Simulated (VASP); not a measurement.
# Co (P6/mmm) in VASP: further runs

Co is run at these levels: LDA; tasks: single point.

Program: VASP 6.6.1. These are calculated values, not measurements. Logs are shortened: lines on timing, memory, paths and dates and some standing lists are left out, and cuts for length are marked.

### 1 The cell of the first run

Symmetry: P6/mmm, No. 191, hexagonal system. Conventional cell: a = 3.963 Å, b = 3.963 Å, c = 2.426 Å, α = 90.00°, β = 90.00°, γ = 120.00°. Within 3.2 Å of Co (site symmetry 6/mmm) lie 14 Co at 2.43 to 2.59 Å. Within 3.0 Å of Co (site symmetry -6m2) lie 11 Co at 2.29 to 2.59 Å.

### 2 Single point, LDA (volume scaled by 1.12)

INCAR

```
ALGO     = Normal         # electronic algorithm
EDIFF    = 1E-6           # SCF threshold, eV
ENCUT    = 600            # plane-wave cutoff, eV
GGA      = CA             # functional
GGA_COMPAT= F            
ISIF     = 2              # what is computed and relaxed
ISMEAR   = -1             # smearing method
LASPH    = T              # aspherical terms in the spheres
LCHARG   = F              # write CHGCAR
LREAL    = F              # projectors in reciprocal space
LWAVE    = F              # write WAVECAR
NBANDS   = 20             # bands
NELM     = 120            # most SCF steps
PREC     = Accurate       # precision mode
SIGMA    = 0.1            # smearing width, eV
```

KPOINTS

```
k-points
0
Gamma
  11 11 15
```

POSCAR

```
Co
1.0
    3.9634931307      0.0000000000      0.0000000000
   -1.9817465654      3.4324857389      0.0000000000
    0.0000000000      0.0000000000      2.4264302084
Co
3
Direct
    0.0000000000      0.0000000000      0.0000000000
    0.3333333333      0.6666666667      0.5000000000
    0.6666666667      0.3333333333      0.5000000000
```

Potentials or basis: VASP PAW LDA potentials, release 64 (Co).

Launch:

```console
cat potpaw_LDA.64/Co/POTCAR > POTCAR
mpirun -np 1 vasp_std > vasp.out
```

OUTCAR:

```text
EDIFF = 1E-6
   ENCUT = 600
   GGA = CA
   ISIF = 2
   ISMEAR = -1
   LASPH = T
   LREAL = F
   NELM = 120
   PREC = Accurate

 ion  position               nearest neighbor table
   1  0.000  0.000  0.000-   2 2.59   3 2.59   2 2.59   3 2.59   3 2.59   3 2.59   2 2.59   2 2.59
                             3 2.59   3 2.59   2 2.59   2 2.59
   2  0.333  0.667  0.500-   3 2.29   3 2.29   3 2.29   1 2.59   1 2.59   1 2.59   1 2.59   1 2.59
                             1 2.59
   3  0.667  0.333  0.500-   2 2.29   2 2.29   2 2.29   1 2.59   1 2.59   1 2.59   1 2.59   1 2.59
                             1 2.59

  LATTYP: Found a hexagonal cell.
 ALAT       =     3.9634931307
 C/A-ratio  =     0.6121948817

  Lattice vectors:

 A1 = (   3.9634931307,   0.0000000000,   0.0000000000)
 A2 = (  -1.9817465654,   3.4324857389,   0.0000000000)
 A3 = (   0.0000000000,   0.0000000000,   2.4264302084)

Analysis of symmetry for initial positions (statically):
=====================================================================
 Subroutine PRICEL returns:
 Original cell was already a primitive cell.

 Routine SETGRP: Setting up the symmetry group for a
 hexagonal supercell.

 Subroutine GETGRP returns: Found 24 space group operations
 (whereof 24 operations were pure point group operations)
 out of a pool of 24 trial point group operations.

The static configuration has the point symmetry D_6h.

Analysis of symmetry for dynamics (positions and initial velocities):
=====================================================================
 Subroutine PRICEL returns:
 Original cell was already a primitive cell.

 Routine SETGRP: Setting up the symmetry group for a
 hexagonal supercell.

 Subroutine GETGRP returns: Found 24 space group operations
 (whereof 24 operations were pure point group operations)
 out of a pool of 24 trial point group operations.

The dynamic configuration has the point symmetry D_6h.

 Subroutine INISYM returns: Found 24 space group operations
 (whereof 24 operations are pure point group operations),
 and found     1 'primitive' translations

----------------------------------------------------------------------------------------

                                     Primitive cell

  volume of cell :      33.0107

  direct lattice vectors                    reciprocal lattice vectors
     3.963493131  0.000000000  0.000000000     0.252302695  0.145667029  0.000000000
    -1.981746565  3.432485739  0.000000000     0.000000000  0.291334058  0.000000000
     0.000000000  0.000000000  2.426430208     0.000000000  0.000000000  0.412128071

  length of vectors
     3.963493131  3.963493131  2.426430208     0.291334058  0.291334058  0.412128071

  position of ions in fractional coordinates (direct lattice)
     0.000000000  0.000000000  0.000000000
     0.333333333  0.666666667  0.500000000
     0.666666667  0.333333333  0.500000000

  ion indices of the primitive-cell ions
   primitive index   ion index
                 1           1
                 2           2
                 3           3

----------------------------------------------------------------------------------------

 KPOINTS: k-points

Automatic generation of k-mesh.
 Grid dimensions read from file:
 generate k-points for:   11   11   15

 Generating k-lattice:

  Cartesian coordinates                     Fractional coordinates (reciprocal lattice)
     0.022936609  0.013242457  0.000000000     0.090909091  0.000000000  0.000000000
     0.000000000  0.026484914  0.000000000     0.000000000  0.090909091  0.000000000
     0.000000000  0.000000000  0.027475205     0.000000000  0.000000000  0.066666667

  Length of vectors
     0.026484914  0.026484914  0.027475205

  Shift w.r.t. Gamma in fractional coordinates (k-lattice)
     0.000000000  0.000000000  0.000000000

 Subroutine IBZKPT returns following result:
 ===========================================

 Found    128 irreducible k-points:

 Following reciprocal coordinates:
            Coordinates               Weight
  0.000000  0.000000  0.000000      1.000000
  0.090909 -0.000000  0.000000      6.000000
  0.181818 -0.000000  0.000000      6.000000
  0.272727  0.000000  0.000000      6.000000
  0.363636 -0.000000  0.000000      6.000000
  0.454545  0.000000  0.000000      6.000000
[... 16 lines left out ...]
  0.090909  0.090909  0.066667     12.000000
  0.181818  0.090909  0.066667     24.000000
 [... further k-points ...]
   k-points           NKPTS =    128   k-points in BZ     NKDIM =    128   number of bands    NBANDS=     20
   number of dos      NEDOS =    301   number of ions     NIONS =      3
   total plane-waves  NPLWV =  20480
   dimension x,y,z NGX =    32 NGY =   32 NGZ =   20
   dimension x,y,z NGXF=    64 NGYF=   64 NGZF=   40
   ions per type =               3
   NGX,Y,Z   is equivalent  to a cutoff of  13.42, 13.42, 13.70 a.u.
   NGXF,Y,Z  is equivalent  to a cutoff of  26.84, 26.84, 27.41 a.u.
 SYSTEM =  unknown system
   PREC   = accura    normal or accurate (medium, high low for compatibility)
   ISTART =      0    job   : 0-new  1-cont  2-samecut
   ICHARG =      2    charge: 1-file 2-atom 10-const
   ISPIN  =      1    spin polarized calculation?
   LNONCOLLINEAR =      F non collinear calculations
   LSORBIT =      F    spin-orbit coupling
   LASPH  =      T    aspherical Exc in radial PAW
   ENCUT  =  600.0 eV  44.10 Ry    6.64 a.u.   7.92  7.92  4.85*2*pi/ulx,y,z
   NELM   =    120;   NELMIN=  2; NELMDL= -5     # of ELM steps
   EDIFF  = 0.1E-05   stopping-criterion for ELM
   LREAL  =      F    real-space projection
   EDIFFG = 0.1E-04   stopping-criterion for IOM
   NSW    =      0    number of steps for IOM
   IBRION =     -1    ionic relax: 0-MD 1-quasi-New 2-CG
   NFREE  =      0    steps in history (QN), initial steepest desc. (CG)
   ISIF   =      2    stress and relaxation
   ISYM   =      2    0-nonsym 1-usesym 2-fastsym
   POTIM  = 0.5000    time-step for ionic-motion
   TEBEG  =    0.0;   TEEND  =   0.0 temperature during run
   PSTRESS=    0.0 pullay stress
   NELECT =      27.0000    total number of electrons
   NUPDOWN=      -1.0000    fix difference up-down
   EMIN   =  10.00;   EMAX   =-10.00  energy-range for DOS
   EFERMI =   0.00;   METHOD = LEGACY
   ISMEAR =    -1;   SIGMA  =   0.10  broadening in eV -4-tet -1-fermi 0-gaus
   EFERMI_NEDOS =   21; number of points for ismear=-14 and -15
   IALGO  =     38    algorithm
   IMIX   =      4    mixing-type and parameters
     AMIX     =   0.40;   BMIX     =  1.00
     AMIX_MAG =   1.60;   BMIX_MAG =  1.00
  volume/ion in A,a.u.               =      11.00        74.26
  Fermi-wavevector in a.u.,A,eV,Ry     =   1.531009  2.893188 31.891919  2.343990
  Thomas-Fermi vector in A             =   2.638413
   LORBIT       =      0    0 simple, 1 ext, 2 COOP (PROOUT), +10 PAW based schemes
   GGA     = CA    functional components
   LHFCALC =     F    Hartree Fock is set to
   AEXX    =    0.0000 exact exchange contribution
   IVDW    =     0    specifies the selected vdW correction
   LEPSILON=     F    determine dielectric tensor
   LRPA    =     F    only Hartree local field effects (RPA)
 non-spin polarized calculation
  energy-cutoff  :      600.00
  volume of cell :       33.01
 maximum number of plane-waves:      1116
 NGX is ok and might be reduce to    32
   NGX = 15   NGY = 15   NGZ =  9

 number of electron      27.0000007 magnetization

 Free energy of the ion-electron system (eV)
  ---------------------------------------------------
  ext. energy  EPLUGINS =         0.00000000
  ---------------------------------------------------
  free energy    TOTEN  =       -23.43966414 eV

  energy without entropy =      -23.12286350  energy(sigma->0) =      -23.28126382

 E-fermi :   9.6489     XC(G=0): -13.6591

 val. band max:        9.6488376717   @ k =   0.3636  -0.0000   0.0667
 cond. band min:       9.6503030584   @ k =   0.3636   0.0909   0.4667
 fundamental gap:      0.0014653868
 Fermi energy:         9.6488727304

 k-point     1 :       0.0000    0.0000    0.0000
  band No.  band energies     occupation
      1       0.9756      2.00000
      2       5.7225      2.00000
      3       6.9400      2.00000
      4       6.9400      2.00000
      5       6.9518      2.00000
      6       6.9518      2.00000
[... 12 lines left out ...]
     19      16.4902      0.00000
     20      16.4902      0.00000

 k-point     2 :       0.0909   -0.0000    0.0000
  band No.  band energies     occupation
      1       1.0910      2.00000
      2       5.7336      2.00000
      3       6.6029      2.00000
      4       6.7543      2.00000
      5       6.9797      2.00000
      6       7.2507      2.00000
[... 12 lines left out ...]
     19      17.2300      0.00000
     20      17.9556      0.00000

 k-point     3 :       0.1818   -0.0000    0.0000
  band No.  band energies     occupation
      1       1.4320      2.00000
      2       5.7071      2.00000
      3       6.2505      2.00000
      4       6.6676      2.00000
      5       6.7319      2.00000
      6       7.4087      2.00000
[... 12 lines left out ...]
     19      17.1682      0.00000
     20      19.5299      0.00000

 k-point     4 :       0.2727    0.0000    0.0000
  band No.  band energies     occupation
      1       1.9823      2.00000
      2       5.4949      2.00000
      3       5.9617      2.00000
      4       6.5099      2.00000
      5       6.6703      2.00000
      6       7.3443      2.00000
[... 12 lines left out ...]
     19      17.0475      0.00000
     20      21.1994      0.00000

 k-point     5 :       0.3636   -0.0000    0.0000
  band No.  band energies     occupation
      1       2.7109      2.00000
      2       5.1565      2.00000
      3       5.4534      2.00000
      4       6.5827      2.00000
      5       6.7349      2.00000
      6       7.2007      2.00000
[... 12 lines left out ...]
     19      16.9729      0.00000
     20      22.9631      0.00000

 k-point     6 :       0.4545    0.0000    0.0000
  band No.  band energies     occupation
      1       3.5626      2.00000
      2       4.4593      2.00000
      3       5.1805      2.00000
      4       6.7833      2.00000
      5       6.8073      2.00000
      6       7.0043      2.00000
[... 12 lines left out ...]
     19      16.9401      0.00000
     20      24.8176      0.00000

 k-point     7 :       0.0909    0.0909    0.0000
  band No.  band energies     occupation
      1       1.3191      2.00000
      2       5.7288      2.00000
      3       6.3907      2.00000
      4       6.4811      2.00000
      5       7.0781      2.00000
      6       7.2656      2.00000
[... 12 lines left out ...]
     19      17.9984      0.00000
     20      18.0440      0.00000
[... 277 lines left out ...]
 k-point    20 :       0.2727    0.0000    0.0667
  band No.  band energies     occupation
      1       2.0981      2.00000
      2       5.5682      2.00000
      3       6.0197      2.00000
      4       6.5098      2.00000
      5       6.6607      2.00000
      6       7.4036      2.00000
[... 12 lines left out ...]
     19      17.0740      0.00000
     20      21.3013      0.00000

 k-point    21 :       0.3636   -0.0000    0.0667
  band No.  band energies     occupation
      1       2.8204      2.00000
      2       5.2364      2.00000
      3       5.5172      2.00000
      4       6.6046      2.00000
      5       6.7302      2.00000
      6       7.2554      2.00000
[... 12 lines left out ...]
     19      16.9922      0.00000
     20      23.0625      0.00000

 k-point    22 :       0.4545    0.0000    0.0667
  band No.  band energies     occupation
      1       3.6636      2.00000
      2       4.5494      2.00000
      3       5.2495      2.00000
      4       6.8039      2.00000
      5       6.8186      2.00000
      6       7.0507      2.00000
[... 12 lines left out ...]
     19      16.9564      0.00000
     20      24.9154      0.00000

 k-point    23 :       0.0909    0.0909    0.0667
  band No.  band energies     occupation
      1       1.4400      2.00000
      2       5.8095      2.00000
      3       6.3983      2.00000
      4       6.4669      2.00000
      5       7.0912      2.00000
      6       7.2017      2.00000
[... 12 lines left out ...]
     19      18.0707      0.00000
     20      18.1181      0.00000

 k-point    24 :       0.1818    0.0909    0.0667
  band No.  band energies     occupation
      1       1.8820      2.00000
      2       5.6760      2.00000
      3       6.0933      2.00000
      4       6.4065      2.00000
      5       6.9528      2.00000
      6       7.3814      2.00000
[... 12 lines left out ...]
     19      17.8000      0.00000
     20      19.4739      0.00000

 [... further k-points ...]

------------------------ aborting loop because EDIFF is reached ----------------------------------------

  FORCE on cell =-STRESS in cart. coord.  units (eV):
  Direction    XX          YY          ZZ          XY          YZ          ZX
  --------------------------------------------------------------------------------------
  -------------------------------------------------------------------------------------
  Total       -5.4530644     -5.4530644     -5.0574618      0.0000000     -0.0000000      0.0000000
  in kB     -264.6650228   -264.6650228   -245.4644145      0.0000000     -0.0000000      0.0000000
  external PRESSURE =    -258.2648201 kB  Pullay stress =       0.0000000 kB

 VOLUME and BASIS-vectors are now :
 -----------------------------------------------------------------------------
  energy-cutoff  :      600.00
  volume of cell :       33.01
      direct lattice vectors                 reciprocal lattice vectors
     3.963493131  0.000000000  0.000000000     0.252302695  0.145667029  0.000000000
    -1.981746565  3.432485739  0.000000000     0.000000000  0.291334058  0.000000000
     0.000000000  0.000000000  2.426430208     0.000000000  0.000000000  0.412128071

 POSITION                                       TOTAL-FORCE (eV/Angst)
 -----------------------------------------------------------------------------------
      0.00000      0.00000      0.00000         0.000000     -0.000000      0.000000
     -0.00000      2.28832      1.21322         0.000000     -0.000000     -0.000000
      1.98175      1.14416      1.21322        -0.000000      0.000000      0.000000
 -----------------------------------------------------------------------------------
    total drift:                               -0.000000      0.000000      0.000000

  FREE ENERGIE OF THE ION-ELECTRON SYSTEM (eV)
  ---------------------------------------------------
  free  energy   TOTEN  =       -23.4396641357 eV

  energy  without entropy=      -23.1228635012  energy(sigma->0) =      -23.28126382
```

Run time: 55 s. Hardware: 1 thread of Intel Xeon 6975P-C, shared host; peak memory 0.2 GiB.

What came out:

```yaml
Free_energy: -23.4397 eV
Pressure: -25.8 GPa
```

Levels at points of the mesh, in eV from the Fermi level:
```csv
k point,band 10,band 11,band 12,band 13,band 14,band 15,band 16,band 17,band 18,band 19
"(0.00, 0.00, 0.00)",-1.45,-0.90,-0.90,-0.87,-0.87,0.42,0.42,6.81,6.81,6.84
```

Caveat: the cell differs from its parent crystal (volume scaled by 1.12); the run has no spin polarisation, though such a crystal can be magnetic.

### 3 Single point, LDA

This run uses another cell than the first one, of 9.82 Å³/atom, 0.893 times its volume.

INCAR

```
SYSTEM = Co
PREC     = Accurate       ! precision mode
ENCUT    = 520            ! plane-wave cutoff, eV
EDIFF    = 1E-6           ! SCF threshold, eV
ISMEAR   = -1             ! smearing method
SIGMA    = 0.1            ! smearing width, eV
LREAL    = .FALSE.        ! projectors in reciprocal space
LASPH    = .TRUE.         ! aspherical terms in the spheres
NELM     = 80             ! most SCF steps
ALGO     = Normal         ! electronic algorithm
ISIF     = 2              ! what is computed and relaxed
LWAVE    = .FALSE.        ! write WAVECAR
LCHARG   = .TRUE.         ! write CHGCAR
GGA      = CA             ! functional
LELF     = .TRUE.         ! ELF
LVHAR    = .TRUE.       
NBANDS   = 20             ! bands
```

KPOINTS

```
regular mesh
0
G
  9 9 13
  0 0 0
```

POSCAR

```
Co
1.0
    3.8165600701      0.0000000000      0.0000000000
   -1.9082800351      3.3052379758      0.0000000000
    0.0000000000      0.0000000000      2.3364785408
Co
3
Direct
    0.0000000000      0.0000000000      0.0000000000
    0.3333333333      0.6666666667      0.5000000000
    0.6666666667      0.3333333333      0.5000000000
```

Potentials or basis: VASP PAW LDA potentials, release 64 (Co).

Launch:

```console
cat potpaw_LDA.64/Co/POTCAR > POTCAR
mpirun -np 1 vasp_std > vasp.out
```

It took 34 s on 1 thread of Intel Xeon Platinum 8488C (Sapphire Rapids), shared host; peak memory 0.15 GiB.

It converged, with:

```
Free energy : -23.7699 eV
Pressure    : -0.7 GPa
```

Levels at points of the mesh, in eV from the Fermi level:
```
           k point  band 11  band 12  band 13  band 14  band 15  band 16  band 17  band 18
(0.00, 0.00, 0.00)    -1.07    -1.07    -1.04    -1.04     0.50     0.50     7.45     7.45
```

Caveat: the run has no spin polarisation, though such a crystal can be magnetic. Spin polarisation is off, so any magnetic state and its effect on volume and gap are missing.

[end of part 1 of 2]
